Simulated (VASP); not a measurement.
# Sr3Ta2O (P6/mmm) in VASP: a series of runs, part 2 of 2

VASP 6.6.1. The steps go on from the part before.

## Step 4: Relaxation of cell and atoms, PBE

File INCAR:

```
PREC     = Accurate       # precision mode
ENCUT    = 600            # plane-wave cutoff, eV
EDIFF    = 1E-6           # SCF threshold, eV
ISMEAR   = 0              # smearing method
SIGMA    = 0.1            # smearing width, eV
LREAL    = F              # projectors in reciprocal space
LASPH    = T              # aspherical terms in the spheres
NELM     = 100            # most SCF steps
ALGO     = Normal         # electronic algorithm
ISIF     = 3              # what is computed and relaxed
LWAVE    = F              # write WAVECAR
LCHARG   = F              # write CHGCAR
GGA      = PE             # functional
IBRION   = 2              # ionic algorithm
NSW      = 90             # ionic steps
EDIFFG   = -0.04          # ionic threshold
```

File KPOINTS:

```
Automatic mesh
0
Gamma
  3 3 4
```

File POSCAR:

```
Sr3Ta2O
1.0
    5.8230094900      0.0000000000      0.0000000000
   -2.9115047400      5.0428741400      0.0000000000
    0.0000000000      0.0000000000      5.5259330500
Sr Ta O
3 2 1
Direct
    0.5000000000      0.0000000000      0.0000000000
    0.0000000000      0.5000000000      0.0000000000
    0.5000000000      0.5000000000      0.0000000000
    0.0000000000      0.0000000000      0.7915370300
    0.0000000000      0.0000000000      0.2084629700
    0.0000000000      0.0000000000      0.5000000000
```

Potentials or basis: VASP PAW PBE potentials, release 64 (Sr_sv, Ta_pv, O).

Started as:

```bash
cat potpaw_PBE.64/Sr_sv/POTCAR potpaw_PBE.64/Ta_pv/POTCAR potpaw_PBE.64/O/POTCAR > POTCAR
mpirun -np 1 vasp_std > vasp.out
```

OUTCAR:

```text
PREC = Accurate
   ENCUT = 600
   EDIFF = 1E-6
   ISMEAR = 0
   LREAL = F
   LASPH = T
   NELM = 100
   ISIF = 3
   GGA = PE
   IBRION = 2
   NSW = 90
   EDIFFG = -0.04

 ion  position               nearest neighbor table
   1  0.500  0.000  0.000-   3 2.91   3 2.91   2 2.91   2 2.91   4 3.13   4 3.13   5 3.13   5 3.13
                             2 5.04   2 5.04   3 5.04   3 5.04
   2  0.000  0.500  0.000-   1 2.91   1 2.91   3 2.91   3 2.91   4 3.13   5 3.13   4 3.13   5 3.13
                             3 5.04   3 5.04   1 5.04   1 5.04
   3  0.500  0.500  0.000-   1 2.91   1 2.91   2 2.91   2 2.91   4 3.13   5 3.13   4 3.13   5 3.13
                             2 5.04   2 5.04   1 5.04   1 5.04
   4  0.000  0.000  0.792-   6 1.61   5 2.30   2 3.13   2 3.13   3 3.13   3 3.13   1 3.13   1 3.13
                             5 3.22
   5  0.000  0.000  0.208-   6 1.61   4 2.30   2 3.13   2 3.13   3 3.13   3 3.13   1 3.13   1 3.13
                             4 3.22
   6  0.000  0.000  0.500-   4 1.61   5 1.61

  LATTYP: Found a hexagonal cell.
[... 638 lines left out ...]

 number of electron      58.0000014 magnetization

------------------------ aborting loop because EDIFF is reached ----------------------------------------
[... 75 lines left out ...]
--------------------------------------- Ionic step       20  -------------------------------------------

 number of electron      58.0000016 magnetization

 Free energy of the ion-electron system (eV)
  ---------------------------------------------------
  ext. energy  EPLUGINS =         0.00000000
  ---------------------------------------------------
  free energy    TOTEN  =       -30.42818410 eV

  energy without entropy =      -30.39273087  energy(sigma->0) =      -30.41045749

 E-fermi :   0.9880     XC(G=0):  -7.1002

 val. band max:        0.8717568000   @ k =   0.0000   0.0000   0.0000
 cond. band min:       1.0061864180   @ k =   0.3333   0.3333   0.0000
 fundamental gap:      0.1344296180
 Fermi energy:         0.9880104377

 k-point     1 :       0.0000    0.0000    0.0000
  band No.  band energies     occupation
      1     -35.2701      2.00000
      2     -35.2033      2.00000
      3     -35.2033      2.00000
      4     -34.8448      2.00000
      5     -33.8700      2.00000
      6     -33.8700      2.00000
[... 355 lines left out ...]
  FREE ENERGIE OF THE ION-ELECTRON SYSTEM (eV)
  ---------------------------------------------------
  free  energy   TOTEN  =       -30.4281841046 eV

  energy  without entropy=      -30.3927308663  energy(sigma->0) =      -30.41045749

 reached required accuracy - stopping structural energy minimisation
```

CONTCAR:

```text
Sr3Ta2O
   1.00000000000000
     7.1581788876795924    0.0000000016603044   -0.0000000000000000
    -3.5790894362554702    6.1991647520402671   -0.0000000000000000
    -0.0000000000000000    0.0000000000000000    6.2517087345785445
  Sr              Ta              O
     3     2     1
Direct
     0.5000000000000000    0.0000000000000000    0.0000000000000000
     1.0000000000000000    0.5000000000000000    0.0000000000000000
     0.5000000000000000    0.5000000000000000    0.0000000000000000
     0.0000000000000000    0.0000000000000000    0.8047910640949386
     0.0000000000000000    0.0000000000000000    0.1952089359050615
     1.0000000000000000    0.0000000000000000    0.5000000000000000

  0.00000000E+00  0.00000000E+00  0.00000000E+00
  0.00000000E+00  0.00000000E+00  0.00000000E+00
  0.00000000E+00  0.00000000E+00  0.00000000E+00
  0.00000000E+00  0.00000000E+00  0.00000000E+00
  0.00000000E+00  0.00000000E+00  0.00000000E+00
  0.00000000E+00  0.00000000E+00  0.00000000E+00
```

Run time: 12 min. Hardware: 1 thread of Intel Xeon 6975P-C (Granite Rapids), shared host; peak memory 0.37 GiB.

Results:

```
Free energy                            : -30.4282 eV
Relaxed volume                         : 46.24 Å³/atom
Relaxed cell                           : a = 7.158 Å, b = 7.158 Å, c = 6.252 Å, α = 90.00°, β = 90.00°, γ = 120.00°
Space group after relaxing (to 0.05 Å) : P6/mmm (No. 191)
Energy gained by relaxing              : 1485.0 meV/atom
Ionic steps                            : 20
Pressure after relaxing                : 0.0 GPa
Largest force after relaxing           : 0.011 eV/Å
Band gap on the k mesh                 : zero (band 29 reaches 1.06 eV, above the bottom of band 30 at 0.87 eV)
```

Forces in eV/Å, atoms in the order of the input:
```
Sr   0.000  0.000  0.000
Sr   0.000  0.000  0.000
Sr   0.000  0.000  0.000
Ta   0.000  0.000 -0.011
Ta   0.000  0.000  0.011
O    0.000  0.000  0.000
```

The path:
```
step  energy change (eV)  largest force (eV/Å)  pressure (GPa)  volume (Å³)
   1              0.0000               13.2418           36.58       162.27
   2             19.6837              113.3153           25.32       349.19
   3             -1.4646               23.4846           15.10       210.40
   4             -2.0149               21.0337           16.21       202.06
   5             -2.4211                0.3017           -5.38       376.17
   6             -5.6613                3.4056            0.07       272.44
   7             -5.6840                3.8515            0.69       266.94
   8             -5.6831                4.2094            1.18       262.92
   9             -7.6263                4.3619            1.33       255.42
  10             -8.3477                0.9018            5.34       242.99
  11             -8.5152                2.4173            2.43       248.43
  12             -8.5709                1.5479            3.19       246.65
  13             -8.5699                1.3383            3.38       246.26
  14             -8.8424                0.0499            1.43       262.00
  15             -8.8925                0.4515            0.68       270.92
  16             -8.8958                0.6210            0.42       274.14
  17             -8.9063                0.1145           -0.12       277.83
  18             -8.9071                0.0388           -0.02       277.03
  19             -8.9092                0.0086            0.00       277.26
  20             -8.9097                0.0114            0.00       277.42
```

Final structure:
```
Sr Ta O
1.0
     7.15818    0.00000    0.00000
    -3.57909    6.19916    0.00000
     0.00000    0.00000    6.25171
Sr Ta O
3 2 1
Cartesian
  3.5791 0.0000 0.0000
  5.3686 3.0996 0.0000
  1.7895 3.0996 0.0000
  0.0000 0.0000 5.0313
  0.0000 0.0000 1.2204
  7.1582 0.0000 3.1259
```

Caveat: the k points lie up to 0.34 Å⁻¹ apart in the final cell; the volume moved by over 15 % at a fixed basis, so the end points are rough; spin-orbit coupling is left out, which moves the levels of the heavy elements.

## Step 5: Single point, PBE

This run uses another cell than the first one, of 46.42 Å³/atom, 1.717 times its volume.

File INCAR:

```
SYSTEM = Sr3Ta2O
PREC = Accurate
ENCUT = 520
EDIFF = 1E-7
ISMEAR = 0
SIGMA = 0.1
LREAL = .False.
LASPH = .True.
NELM = 100
ALGO = Normal
ISIF = 2
LWAVE = .False.
LCHARG = .True.
GGA = PE
LELF = .True.
LVHAR = .True.
NBANDS = 38
```

File KPOINTS:

```
Automatic mesh
0
Gamma
  6 6 6
  0 0 0
```

File POSCAR:

```
Sr3Ta2O
1.0
    7.2003506586      0.0000000000      0.0000000000
   -3.6001753293      6.2356865865      0.0000000000
    0.0000000000      0.0000000000      6.2037855879
Sr Ta O
3 2 1
Direct
    0.5000000000      0.0000000000      0.0000000000
    0.0000000000      0.5000000000      0.0000000000
    0.5000000000      0.5000000000      0.0000000000
    0.0000000000      0.0000000000      0.8059684564
    0.0000000000      0.0000000000      0.1940315436
    0.0000000000      0.0000000000      0.5000000000
```

Started as:

```bash
cat potpaw_PBE.64/Sr_sv/POTCAR potpaw_PBE.64/Ta_pv/POTCAR potpaw_PBE.64/O/POTCAR > POTCAR
mpirun -np 1 vasp_std > vasp.out
```

It took 3.7 min on 1 thread of Intel Xeon 6975P-C (Granite Rapids), shared host; peak memory 0.55 GiB.

Results (log left out):

- Free energy: -30.5229 eV
- Pressure: 0.1 GPa
- Largest force: 0.038 eV/Å
- Band gap on the k mesh: zero (band 29 reaches 1.05 eV, above the bottom of band 30 at 0.89 eV)

Forces on the atoms (eV/Å):
```
Sr   0.000  0.000  0.000
Sr   0.000  0.000  0.000
Sr   0.000  0.000  0.000
Ta   0.000  0.000  0.038
Ta   0.000  0.000 -0.038
O    0.000  0.000  0.000
```

Stress tensor (GPa, compression positive):
```
0.01 0.00 0.00
0.00 0.01 0.00
0.00 0.00 0.30
```

Levels at points of the mesh, in eV from the Fermi level:
```csv
k point,band 26,band 27,band 28,band 29,band 30,band 31,band 32,band 33
"(0.00, 0.00, 0.00)",-0.97,-0.44,-0.44,-0.20,-0.06,0.76,0.94,1.29
"(0.50, 0.00, 0.00)",-0.66,-0.50,-0.27,-0.26,0.04,0.65,0.73,0.96
"(0.00, 0.00, 0.50)",-1.22,-0.97,-0.82,-0.82,0.38,0.96,0.96,1.23
"(0.50, 0.00, 0.50)",-1.11,-0.72,-0.38,-0.13,0.10,0.29,0.73,0.94
```

Caveat: spin-orbit coupling is left out, which moves the levels of the heavy elements.

## Step 6: Single point, PBE, collinear spin, ferromagnetic start

File INCAR:

```
  PREC = Accurate
  ENCUT = 520
  EDIFF = 1E-6
  ISMEAR = 0
  SIGMA = 0.1
  LREAL = F
  LASPH = T
  NELM = 150
  ALGO = Normal
  ISIF = 2
  LWAVE = F
  LCHARG = F
  ISPIN = 2
  MAGMOM = 0 0 0 1 1 0
  LORBIT = 11
  LMAXMIX = 4
  GGA = PE
  NBANDS = 42
```

File KPOINTS:

```
Automatic mesh
0
Gamma
  3 3 4
```

File POSCAR:

```
Sr3Ta2O
1.0
    5.8230094900      0.0000000000      0.0000000000
   -2.9115047400      5.0428741400      0.0000000000
    0.0000000000      0.0000000000      5.5259330500
Sr Ta O
3 2 1
Direct
    0.5000000000      0.0000000000      0.0000000000
    0.0000000000      0.5000000000      0.0000000000
    0.5000000000      0.5000000000      0.0000000000
    0.0000000000      0.0000000000      0.7915370300
    0.0000000000      0.0000000000      0.2084629700
    0.0000000000      0.0000000000      0.5000000000
```

Potentials or basis: VASP PAW PBE potentials, release 64 (Sr_sv, Ta_pv, O).

Started as:

```bash
cat potpaw_PBE.64/Sr_sv/POTCAR potpaw_PBE.64/Ta_pv/POTCAR potpaw_PBE.64/O/POTCAR > POTCAR
mpirun -np 1 vasp_std > vasp.out
```

Run time: 97 s. Hardware: 1 thread of Intel Xeon 6975P-C (Granite Rapids), shared host; peak memory 0.41 GiB.

It converged, with:

```yaml
Free_energy: -21.5142 eV
Pressure: 36.6 GPa
Largest_force: 13.227 eV/Å
Net_moment: 0.59 μB per cell
Site_moments: Sr +0.05; Ta +0.09; O -0.00 μB
Valence_electrons_inside_the_program's_atomic_spheres: Sr 8.35; Ta 9.62; O 5.38
```

Forces in eV/Å, atoms in the order of the input:
```
Sr    0.000   0.000   0.000
Sr    0.000   0.000   0.000
Sr    0.000   0.000   0.000
Ta    0.000   0.000  13.227
Ta    0.000   0.000 -13.227
O     0.000   0.000   0.000
```

Stress tensor (GPa, compression positive):
```
24.63  0.00  0.00
 0.00 24.63  0.00
 0.00  0.00 60.52
```

Levels at points of the mesh, in eV from the Fermi level:
Spin up:
| k point | band 26 | band 27 | band 28 | band 29 | band 30 | band 31 | band 32 | band 33 |
| --- | --- | --- | --- | --- | --- | --- | --- | --- |
| (0.00, 0.00, 0.00) | -1.67 | -0.34 | -0.23 | 0.15 | 0.69 | 0.69 | 1.20 | 1.20 |
| (0.00, 0.00, 0.50) | -1.62 | -1.39 | -1.34 | -1.34 | -0.59 | 0.80 | 0.80 | 0.89 |
Spin down:
```
           k point  band 25  band 26  band 27  band 28  band 29  band 30  band 31  band 32  band 33  band 34
(0.00, 0.00, 0.00)    -1.75    -1.43    -0.22    -0.01     0.25     0.75     0.75     1.27     1.27     1.51
(0.00, 0.00, 0.50)    -1.54    -1.54    -1.28    -1.28    -1.07    -0.38     0.89     0.89     0.96     0.96
```

Caveat: the k points lie up to 0.42 Å⁻¹ apart; spin-orbit coupling is left out, which moves the levels of the heavy elements; forces of over 1 eV/Å act on the atoms, so gaps and moduli don't describe the material at rest.

## Step 7: The runs side by side

| task | spin | cell | k mesh | cutoff (eV) | gap on the mesh (eV) | pressure (GPa) | largest force (eV/Å) |
| --- | --- | --- | --- | --- | --- | --- | --- |
| single point | off | a = 5.823, b = 5.823, c = 5.526 Å, angles 90.0, 90.0, 120.0°, 6 atoms | 3 × 3 × 4 | 520 | none | 36.6 | 13.25 |
| single point | off | a = 7.233, b = 7.233, c = 6.249 Å, angles 90.0, 90.0, 120.0°, 6 atoms | 3 × 3 × 4 | 520 | none | -0.1 | 0.06 |
| relaxation of cell and atoms | off | relaxed from a = 5.823, b = 5.823, c = 5.526 Å, angles 90.0, 90.0, 120.0°, 6 atoms | 3 × 3 × 4 | 600 | none | 0.0 | 0.01 |
| single point | off | a = 7.200, b = 7.200, c = 6.204 Å, angles 90.0, 90.0, 120.0°, 6 atoms | 6 × 6 × 6 | 520 | none | 0.1 | 0.04 |
| single point | collinear, ferromagnetic start | a = 5.823, b = 5.823, c = 5.526 Å, angles 90.0, 90.0, 120.0°, 6 atoms | 3 × 3 × 4 | 520 | none | 36.6 | 13.23 |

Alike in all rows: level PBE; potentials or basis VASP PAW PBE potentials, release 64 (Sr_sv, Ta_pv, O); smearing gaussian 0.1 eV.

Caveats: some runs use coarse meshes; spin-orbit coupling is left out, which moves the levels of the heavy elements; forces of over 1 eV/Å act on the atoms, so gaps and moduli don't describe the material at rest (some runs); the volume moved by over 15 % at a fixed basis, so the end points are rough (some runs).

Absolute energies hang on the potentials; compare differences alone.
